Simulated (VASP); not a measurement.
A run of VASP 6.6.1:

The input INCAR:

```
SYSTEM = Mg
  PREC = Accurate
  ENCUT = 520
  EDIFF = 1E-6
  ISMEAR = -1
  SIGMA = 0.05
  LREAL = .False.
  LASPH = .True.
  NELM = 100
  ALGO = Normal
  ISIF = 2
  LWAVE = .False.
  LCHARG = .True.
  LDIPOL = .True.
  IDIPOL = 3
  DIPOL = 0.5 0.5 0.500
  GGA = PE
  LELF = .True.
  LVHAR = .True.
  LVACPOTAV = .True.
  NBANDS = 15
```

File KPOINTS:

```
regular mesh
0
Gamma
  12 12 1
  0 0 0
```

Contents of POSCAR:

```
Mg
1.0
    3.1998719907      0.0000000000      0.0000000000
   -1.5999359953      2.7711704328      0.0000000000
    0.0000000000      0.0000000000     28.9460000000
Mg
6
Direct
    0.8333333333      0.1666666667      0.2757942072
    0.1666666667      0.8333333333      0.3666220642
    0.8333333333      0.1666666667      0.4555626034
    0.1666666667      0.8333333333      0.5444373989
    0.8333333333      0.1666666667      0.6333779341
    0.1666666667      0.8333333333      0.7242057923
```

Potentials or basis: VASP PAW PBE potentials, release 64 (Mg).

Launch:

```sh
$ cat potpaw_PBE.64/Mg/POTCAR > POTCAR
$ mpirun -np 1 vasp_std > vasp.out
```

Hardware: 1 thread of Oxide Virtual Turin-like Processor (shared host).

Question: How long does it take, and how much memory?

Answer: Run time: 110 s on 1 thread of Oxide Virtual Turin-like Processor, on a shared host, peak memory 0.32 GiB. Counts: scf iterations 20, k points 19.
